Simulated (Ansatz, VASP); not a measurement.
## BaCr2F6: VASP beside Ansatz

```
Ba Cr F
1.0
     4.24211    0.00000    0.00000
     0.00000    4.24211    0.00000
     0.00000    0.00000    8.24658
Ba Cr F
1 2 6
Direct
  0.50000 0.50000 0.00000
  0.00000 0.00000 0.73882
  0.00000 0.00000 0.26118
  0.50000 0.00000 0.78097
  0.50000 0.00000 0.21903
  0.00000 0.50000 0.78097
  0.00000 0.50000 0.21903
  0.00000 0.00000 0.00000
  0.00000 0.00000 0.50000
```

Change from the starting cell: ordered vacancies on the A sites of perovskite (P4/mmm, No. 123).

Alike in both runs: functional PBE; k mesh 10 × 10 × 6; occupations gaussian, width 0.1 eV; collinear spin.

Ansatz relaxed the structure, and its values are those at the end. VASP's run is a single point on that final structure, the one shown.

```csv
,VASP,Ansatz
version,VASP 6.6.1,Ansatz 0.2.0
potentials or method,"VASP PAW PBE potentials, release 64 (Ba_sv, Cr_pv, F), cutoff 600 eV","scalar-relativistic, plane waves, PAW"
valence electrons in the cell,76,80
```

|  | VASP | Ansatz | Ansatz less VASP |
| --- | --- | --- | --- |
| gap on the k mesh at the Fermi level (eV) | none | none | - |
| pressure (GPa) | 0.3 | 0.0 | -0.29 |
| rms of the force components (eV/Å) | 0.015 | 0.000 | -0.0151 |
| net moment per atom (μB) | 0.89 | 0.89 | 0.000 |
| size of the moment on the site where the two differ most (μB) | 3.71 | 3.10 | -0.614 |

Site moments also hang on the region over which each program counts them. A gap of «none» marks a metal or a gap that the smearing closes. VASP's potentials hold 76 valence electrons a cell and Ansatz's 80, so a difference there can come from the potentials and not from the codes.

Neither program's run includes spin-orbit coupling.
